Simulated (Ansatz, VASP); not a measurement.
**Al in VASP and in Ansatz**

The input INCAR:

```
SYSTEM = Al
PREC     = Accurate       ! precision mode
ENCUT    = 520            ! plane-wave cutoff, eV
EDIFF    = 1E-6           ! SCF threshold, eV
ISMEAR   = 0              ! smearing method
SIGMA    = 0.15           ! smearing width, eV
LREAL    = .FALSE.        ! projectors in reciprocal space
LASPH    = .TRUE.         ! aspherical terms in the spheres
NELM     = 100            ! most SCF steps
ALGO     = Fast           ! electronic algorithm
ISIF     = 2              ! what is computed and relaxed
LWAVE    = .FALSE.        ! write WAVECAR
LCHARG   = .FALSE.        ! write CHGCAR
GGA      = PE             ! functional
IVDW     = 12             ! dispersion correction
NBANDS   = 14             ! bands
```

The input KPOINTS:

```
regular mesh
0
G
  18 18 4
  0 0 0
```

Contents of POSCAR:

```
Al
1.0
    2.7356000000      0.0000000000      0.0000000000
   -1.3678000000      2.3690990946      0.0000000000
    0.0000000000      0.0000000000      8.8418000000
Al
4
Direct
    0.0000000000      0.0000000000      0.0000000000
    0.3333333333      0.6666666667      0.2500000000
    0.0000000000      0.0000000000      0.5000000000
    0.6666666667      0.3333333333      0.7500000000
```

Input for Ansatz:

```yaml
crystal:
  lattice:
    - [2.7356, 0.0, 0.0]
    - [-1.3678, 2.3690990946, 0.0]
    - [0.0, 0.0, 8.8418]
  atoms:
    - { symbol: Al, position: [0.0, 0.0, 0.0] }
    - { symbol: Al, position: [0.3333333333, 0.6666666667, 0.25] }
    - { symbol: Al, position: [0.0, 0.0, 0.5] }
    - { symbol: Al, position: [0.6666666667, 0.3333333333, 0.75] }
basis:
  ecutwfc: 420
kpoints:
  mp_grid: { grid: [18, 18, 4] }
hamiltonian:
  xc: pbe
  pseudopotentials: { kind: paw, azcp: { folder: soft_1 } }
  dispersion: d3bj
scf:
  occupations: { method: gaussian, width: 0.15 }
output:
  forces: true
  stress: true
  eigenvalues: true
  write_density: true
  write_potential: true
  elf: true
  volumetric_format: npy
```

Alike in both runs: task single point; functional PBE; dispersion D3(BJ); k mesh 18 × 18 × 4; occupations gaussian, width 0.15 eV; no spin polarisation.

|  | VASP | Ansatz |
| --- | --- | --- |
| version | VASP 6.6.1 | Ansatz 0.2.0 |
| potentials or method | VASP PAW PBE potentials, release 64 (Al), cutoff 520 eV | scalar-relativistic, plane waves, PAW |
| valence electrons in the cell | 12 | 12 |

|  | VASP | Ansatz | Ansatz less VASP |
| --- | --- | --- | --- |
| gap on the k mesh at the Fermi level (eV) | none | none | - |
| pressure (GPa) | 10.8 | 10.8 | -0.01 |
| traceless stress, the component that is largest in VASP (GPa) | 1.23 | 1.23 | -0.002 |

A gap of «none» marks a metal or a gap that the smearing closes.
